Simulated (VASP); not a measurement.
# TaN (CsCl type) (Pm-3m) in VASP: further runs, part 2 of 2

VASP 6.6.1. Earlier steps stand in the parts before.

### Step 4. Relaxation of cell and atoms, PBE, target pressure 28 GPa, at which the enthalpy is minimised

This run uses another cell than the first one, of 9.41 Å³/atom.

Contents of INCAR:

```
  ALGO = Normal
  EDIFF = 1E-6
  EDIFFG = -0.005
  ENCUT = 600
  GGA = PE
  IBRION = 2
  ISIF = 3
  ISMEAR = -1
  LASPH = T
  LCHARG = F
  LREAL = F
  LWAVE = F
  NELM = 60
  NSW = 60
  PREC = Accurate
  PSTRESS = 280.0
  SIGMA = 0.08
```

Contents of KPOINTS:

```
k-points
0
Gamma
  14 14 14
```

Contents of POSCAR:

```
TaN
1.0
    2.6600619415      0.0000000000      0.0000000000
    0.0000000000      2.6600619415      0.0000000000
    0.0000000000      0.0000000000      2.6600619415
Ta N
1 1
Direct
    0.0000000000      0.0000000000      0.0000000000
    0.5000000000      0.5000000000      0.5000000000
```

Potentials or basis: VASP PAW PBE potentials, release 64 (Ta_pv, N).

Command:

```
$ cat potpaw_PBE.64/Ta_pv/POTCAR potpaw_PBE.64/N/POTCAR > POTCAR
$ mpirun -np 1 vasp_std > vasp.out
```

OUTCAR:

```text
EDIFF = 1E-6
   EDIFFG = -0.005
   ENCUT = 600
   GGA = PE
   IBRION = 2
   ISIF = 3
   ISMEAR = -1
   LASPH = T
   LREAL = F
   NELM = 60
   NSW = 60
   PREC = Accurate
   PSTRESS = 280.0

 ion  position               nearest neighbor table
   1  0.000  0.000  0.000-   2 2.30   2 2.30   2 2.30   2 2.30   2 2.30   2 2.30   2 2.30   2 2.30

   2  0.500  0.500  0.500-   1 2.30   1 2.30   1 2.30   1 2.30   1 2.30   1 2.30   1 2.30   1 2.30

  LATTYP: Found a simple cubic cell.
 ALAT       =     2.6600619415

  Lattice vectors:

 A1 = (   2.6600619415,   0.0000000000,   0.0000000000)
 A2 = (   0.0000000000,   2.6600619415,   0.0000000000)
 A3 = (   0.0000000000,   0.0000000000,   2.6600619415)

Analysis of symmetry for initial positions (statically):
=====================================================================
 Subroutine PRICEL returns:
 Original cell was already a primitive cell.

 Routine SETGRP: Setting up the symmetry group for a
 simple cubic supercell.

 Subroutine GETGRP returns: Found 48 space group operations
 (whereof 48 operations were pure point group operations)
 out of a pool of 48 trial point group operations.

The static configuration has the point symmetry O_h .

Analysis of symmetry for dynamics (positions and initial velocities):
=====================================================================
 Subroutine PRICEL returns:
 Original cell was already a primitive cell.

 Routine SETGRP: Setting up the symmetry group for a
 simple cubic supercell.

 Subroutine GETGRP returns: Found 48 space group operations
 (whereof 48 operations were pure point group operations)
 out of a pool of 48 trial point group operations.

The dynamic configuration has the point symmetry O_h .

 Subroutine INISYM returns: Found 48 space group operations
 (whereof 48 operations are pure point group operations),
 and found     1 'primitive' translations

----------------------------------------------------------------------------------------

                                     Primitive cell

  volume of cell :      18.8224

  direct lattice vectors                    reciprocal lattice vectors
     2.660061941  0.000000000  0.000000000     0.375931096  0.000000000  0.000000000
     0.000000000  2.660061941  0.000000000     0.000000000  0.375931096  0.000000000
     0.000000000  0.000000000  2.660061941     0.000000000  0.000000000  0.375931096

  length of vectors
     2.660061941  2.660061941  2.660061941     0.375931096  0.375931096  0.375931096

  position of ions in fractional coordinates (direct lattice)
     0.000000000  0.000000000  0.000000000
     0.500000000  0.500000000  0.500000000

  ion indices of the primitive-cell ions
   primitive index   ion index
                 1           1
                 2           2

----------------------------------------------------------------------------------------

 KPOINTS: k-points

Automatic generation of k-mesh.
 Grid dimensions read from file:
 generate k-points for:   14   14   14

 Generating k-lattice:

  Cartesian coordinates                     Fractional coordinates (reciprocal lattice)
     0.026852221  0.000000000  0.000000000     0.071428571  0.000000000  0.000000000
     0.000000000  0.026852221  0.000000000     0.000000000  0.071428571  0.000000000
     0.000000000  0.000000000  0.026852221     0.000000000  0.000000000  0.071428571

  Length of vectors
[... 39 lines left out ...]
   total plane-waves  NPLWV =  13824
   dimension x,y,z NGX =    24 NGY =   24 NGZ =   24
   dimension x,y,z NGXF=    48 NGYF=   48 NGZF=   48
   ions per type =               1   1
   NGX,Y,Z   is equivalent  to a cutoff of  15.00, 15.00, 15.00 a.u.
   NGXF,Y,Z  is equivalent  to a cutoff of  30.00, 30.00, 30.00 a.u.
 SYSTEM =  unknown system
   PREC   = accura    normal or accurate (medium, high low for compatibility)
   ISTART =      0    job   : 0-new  1-cont  2-samecut
   ICHARG =      2    charge: 1-file 2-atom 10-const
   ISPIN  =      1    spin polarized calculation?
   LNONCOLLINEAR =      F non collinear calculations
   LSORBIT =      F    spin-orbit coupling
   LASPH  =      T    aspherical Exc in radial PAW
   ENCUT  =  600.0 eV  44.10 Ry    6.64 a.u.   5.31  5.31  5.31*2*pi/ulx,y,z
   NELM   =     60;   NELMIN=  2; NELMDL= -5     # of ELM steps
   EDIFF  = 0.1E-05   stopping-criterion for ELM
   LREAL  =      F    real-space projection
   EDIFFG = -.5E-02   stopping-criterion for IOM
   NSW    =     60    number of steps for IOM
   IBRION =      2    ionic relax: 0-MD 1-quasi-New 2-CG
   NFREE  =      1    steps in history (QN), initial steepest desc. (CG)
   ISIF   =      3    stress and relaxation
   ISYM   =      2    0-nonsym 1-usesym 2-fastsym
   POTIM  = 0.5000    time-step for ionic-motion
   TEBEG  =    0.0;   TEEND  =   0.0 temperature during run
   PSTRESS=  280.0 pullay stress
   NELECT =      16.0000    total number of electrons
   NUPDOWN=      -1.0000    fix difference up-down
   EMIN   =  10.00;   EMAX   =-10.00  energy-range for DOS
   EFERMI =   0.00;   METHOD = LEGACY
   ISMEAR =    -1;   SIGMA  =   0.08  broadening in eV -4-tet -1-fermi 0-gaus
   EFERMI_NEDOS =   21; number of points for ismear=-14 and -15
   IALGO  =     38    algorithm
   IMIX   =      4    mixing-type and parameters
     AMIX     =   0.40;   BMIX     =  1.00
     AMIX_MAG =   1.60;   BMIX_MAG =  1.00
  volume/ion in A,a.u.               =       9.41        63.51
  Fermi-wavevector in a.u.,A,eV,Ry     =   1.550802  2.930591 32.721841  2.404987
  Thomas-Fermi vector in A             =   2.655413
   LORBIT       =      0    0 simple, 1 ext, 2 COOP (PROOUT), +10 PAW based schemes
   GGA     = PE    functional components
   LHFCALC =     F    Hartree Fock is set to
   AEXX    =    0.0000 exact exchange contribution
   IVDW    =     0    specifies the selected vdW correction
   LEPSILON=     F    determine dielectric tensor
   LRPA    =     F    only Hartree local field effects (RPA)
 conjugate gradient relaxation of ions
 non-spin polarized calculation
  energy-cutoff  :      600.00
  volume of cell :       18.82
 maximum number of plane-waves:       651
 NGX is ok and might be reduce to    24
   NGX = 11   NGY = 11   NGZ = 11

--------------------------------------- Ionic step        1  -------------------------------------------

 number of electron      16.0000001 magnetization

 Free energy of the ion-electron system (eV)
  ---------------------------------------------------
  ext. energy  EPLUGINS =         0.00000000
  ---------------------------------------------------
  free energy    TOTEN  =       -20.63571416 eV

  energy without entropy =      -20.63341265  energy(sigma->0) =      -20.63456340

------------------------ aborting loop because EDIFF is reached ----------------------------------------

  FORCE on cell =-STRESS in cart. coord.  units (eV):
  Direction    XX          YY          ZZ          XY          YZ          ZX
  --------------------------------------------------------------------------------------
  -------------------------------------------------------------------------------------
  Total        4.7117325      4.7117325      4.7117325     -0.0000000      0.0000000     -0.0000000
  in kB      401.0661053    401.0661053    401.0661053     -0.0000000      0.0000000     -0.0000000
  external PRESSURE =     121.0661053 kB  Pullay stress =     280.0000000 kB
[... 25 lines left out ...]
--------------------------------------- Ionic step        2  -------------------------------------------

 number of electron      16.0000001 magnetization

 E-fermi :   9.3011     XC(G=0): -13.6146

 val. band max:        9.1533435910   @ k =   0.2143   0.2143   0.0714
 cond. band min:       9.3468757706   @ k =   0.2857   0.2143   0.2143
 fundamental gap:      0.1935321796
 Fermi energy:         9.3011421296

 k-point     1 :       0.0000    0.0000    0.0000
  band No.  band energies     occupation
      1     -25.9783      2.00000
      2     -25.9783      2.00000
      3     -25.9783      2.00000
      4      -9.0007      2.00000
      5       4.4789      2.00000
      6       4.4789      2.00000
      7       6.5707      2.00000
      8       6.5707      2.00000
      9       6.5707      2.00000
     10      11.4425      0.00000
     11      13.1246      0.00000
     12      13.1246      0.00000
[... 420 lines left out ...]
--------------------------------------- Ionic step        4  -------------------------------------------

 number of electron      15.9999999 magnetization

 Free energy of the ion-electron system (eV)
  ---------------------------------------------------
  ext. energy  EPLUGINS =         0.00000000
  ---------------------------------------------------
  free energy    TOTEN  =       -20.74268361 eV

  energy without entropy =      -20.74023675  energy(sigma->0) =      -20.74146018

 E-fermi :  10.2181     XC(G=0): -14.0370

 val. band max:       10.0227672366   @ k =   0.2143   0.2143   0.0714
 cond. band min:      10.2770127833   @ k =   0.2857   0.2143   0.2143
 fundamental gap:      0.2542455466
 Fermi energy:        10.2181335081

 k-point     1 :       0.0000    0.0000    0.0000
  band No.  band energies     occupation
      1     -24.9314      2.00000
      2     -24.9314      2.00000
      3     -24.9314      2.00000
      4      -8.7964      2.00000
      5       4.9139      2.00000
      6       4.9139      2.00000
      7       7.3011      2.00000
      8       7.3011      2.00000
      9       7.3011      2.00000
     10      13.3012      0.00000
     11      14.4080      0.00000
     12      14.4080      0.00000
[... 378 lines left out ...]
  energy  without entropy=      -20.7402367476  energy(sigma->0) =      -20.74146018

  enthalpy is  TOTEN    =       -17.3649017668 eV   P V=        3.3777818445

 reached required accuracy - stopping structural energy minimisation
```

OSZICAR:

```text
N       E                     dE             d eps       ncg     rms          rms(c)
DAV:   1     0.108811787742E+03    0.10881E+03   -0.10048E+04  2880   0.158E+03
DAV:   2    -0.187352245165E+02   -0.12755E+03   -0.12072E+03  3492   0.378E+02
[... 29 lines left out ...]
DAV:   8    -0.207451815594E+02   -0.19535E-07   -0.50221E-08  1468   0.306E-03
   3 F= -.17364886E+02 E0= -.17363660E+02  d E =-.186169E-01
       N       E                     dE             d eps       ncg     rms          rms(c)
DAV:   1    -0.207427174345E+02    0.24641E-02   -0.12748E-03  2880   0.474E-01    0.698E-02
DAV:   2    -0.207426907460E+02    0.26688E-04   -0.33040E-05  2988   0.690E-02    0.287E-02
DAV:   3    -0.207426832203E+02    0.75257E-05   -0.22058E-05  3212   0.558E-02    0.549E-03
DAV:   4    -0.207426836113E+02   -0.39096E-06   -0.24204E-07  1640   0.604E-03
   4 F= -.17364902E+02 E0= -.17363678E+02  d E =-.186331E-01
```

It took 55 s on 1 thread of Intel Xeon 8259CL, shared host; peak memory 0.18 GiB.

Results:

```yaml
Free_energy: -20.7427 eV
Relaxed_volume: 9.66 Å³/atom
Relaxed_cell: a = 2.684 Å, b = 2.684 Å, c = 2.684 Å, α = 90.00°, β = 90.00°, γ = 90.00°
Space_group_after_relaxing_to_0.1_Å: Pm-3m (No. 221)
Energy_change_on_relaxing_the_run_minimises_the_enthalpy: -53.5 meV/atom
Ionic_steps: 4
Pressure_after_relaxing: 28.0 GPa
Band_gap_on_the_k_mesh: zero (bands 8 and 9 overlap by 9.52 eV)
```

The path:
| step | energy change (eV) | largest force (eV/Å) | pressure (GPa) | volume (Å³) |
| --- | --- | --- | --- | --- |
| 1 | 0.0000 | 0.0000 | 40.11 | 18.82 |
| 2 | -0.2302 | 0.0000 | 0.18 | 20.83 |
| 3 | -0.1095 | 0.0000 | 27.67 | 19.34 |
| 4 | -0.1070 | 0.0000 | 27.97 | 19.33 |

Final structure:
```
Ta N
1.0
     2.68366    0.00000    0.00000
     0.00000    2.68366    0.00000
     0.00000    0.00000    2.68366
Ta N
1 1
Direct
  0.00000 0.00000 0.00000
  0.50000 0.50000 0.50000
```

Caveat: the cell is relaxed towards a set pressure, so the run minimises the enthalpy, not the energy; spin-orbit coupling is left out, which moves the levels of the heavy elements.

### Step 5. Relaxation of cell and atoms, PBE, target pressure 28 GPa, at which the enthalpy is minimised

Contents of INCAR:

```
PREC = Accurate
ENCUT = 600
EDIFF = 1E-7
ISMEAR = -1
SIGMA = 0.08
LREAL = F
LASPH = T
NELM = 60
ALGO = Normal
ISIF = 3
LWAVE = F
LCHARG = F
GGA = PE
IBRION = 2
NSW = 32
EDIFFG = -0.005
PSTRESS = 280.0
```

Contents of KPOINTS:

```
regular mesh
0
Gamma
  14 14 14
```

Contents of POSCAR:

```
TaN
1.0
    2.6815207697      0.0000000000      0.0000000000
    0.0000000000      2.6815207697      0.0000000000
    0.0000000000      0.0000000000      2.6815207697
Ta N
1 1
Direct
    0.0000000000      0.0000000000      0.0000000000
    0.5000000000      0.5000000000      0.5000000000
```

Command:

```
$ cat potpaw_PBE.64/Ta_pv/POTCAR potpaw_PBE.64/N/POTCAR > POTCAR
$ mpirun -np 1 vasp_std > vasp.out
```

It took 50 s on 1 thread of Intel Xeon 8259CL, shared host; peak memory 0.17 GiB.

Results (log left out):

| Quantity | Value |
| --- | --- |
| Free energy | -20.7431 eV |
| Relaxed volume | 9.66 Å³/atom |
| Relaxed cell | a = 2.684 Å, b = 2.684 Å, c = 2.684 Å, α = 90.00°, β = 90.00°, γ = 90.00° |
| Space group after relaxing (to 0.1 Å) | Pm-3m (No. 221) |
| Energy change on relaxing (the run minimises the enthalpy) | -4.0 meV/atom |
| Ionic steps | 3 |
| Pressure after relaxing | 28.0 GPa |
| Band gap on the k mesh | zero (bands 8 and 9 overlap by 9.53 eV) |

Step by step:
```tsv
step	energy change (eV)	largest force (eV/Å)	pressure (GPa)	volume (Å³)
1	0.0000	0.0000	29.02	19.28
2	-0.0290	0.0000	25.22	19.45
3	-0.0079	0.0000	28.01	19.33
```

Final structure:
```cif
data_structure
_symmetry_space_group_name_H-M 'P 1'
_symmetry_Int_Tables_number 1
_cell_length_a 2.6836
_cell_length_b 2.6836
_cell_length_c 2.6836
_cell_angle_alpha 90.000
_cell_angle_beta 90.000
_cell_angle_gamma 90.000
_cell_volume 19.33
loop_
_atom_site_label
_atom_site_type_symbol
_atom_site_fract_x
_atom_site_fract_y
_atom_site_fract_z
_atom_site_occupancy
Ta1 Ta 0.00000 0.00000 0.00000 1
N1 N 0.50000 0.50000 0.50000 1
```

Levels at points of the mesh, in eV from the Fermi level:
| k point | band 5 | band 6 | band 7 | band 8 | band 9 | band 10 | band 11 | band 12 |
| --- | --- | --- | --- | --- | --- | --- | --- | --- |
| (0.00, 0.00, 0.00) | -5.30 | -5.30 | -2.92 | -2.92 | -2.92 | 3.08 | 4.19 | 4.19 |
| (0.50, 0.00, 0.00) | -10.58 | -5.04 | -5.04 | -3.98 | 4.14 | 4.85 | 5.63 | 5.63 |
| (0.50, 0.50, 0.00) | -6.26 | -6.26 | -3.97 | -2.29 | 0.65 | 0.65 | 0.97 | 7.41 |
| (0.50, 0.50, 0.50) | -9.81 | -9.81 | -9.81 | 6.61 | 6.61 | 6.61 | 7.74 | 7.74 |

Caveat: the cell is relaxed towards a set pressure, so the run minimises the enthalpy, not the energy; spin-orbit coupling is left out, which moves the levels of the heavy elements.

### Step 6. Overview

```tsv
task	cell	cutoff (eV)	gap on the mesh (eV)	pressure (GPa)
single point	a = 2.682 Å, 2 atoms	520	none	29.0
relaxation of cell and atoms	relaxed to 28 GPa from a = 2.660 Å, 2 atoms	600	none	28.0
relaxation of cell and atoms	relaxed to 28 GPa from a = 2.682 Å, 2 atoms	600	none	28.0
```

Alike in all rows: level PBE; potentials or basis VASP PAW PBE potentials, release 64 (Ta_pv, N); no spin polarisation; k mesh 14 × 14 × 14; smearing fermi-dirac 0.08 eV.

Caveats: spin-orbit coupling is left out, which moves the levels of the heavy elements; the cell is relaxed towards a set pressure, so the run minimises the enthalpy, not the energy (at least some runs); the cell stands under pressure (at least some runs).

Total energies depend on the potentials used, so only differences within one code and one set of settings carry meaning.

The gap in the log of VASP goes by the Fermi energy; the results here count the filled bands.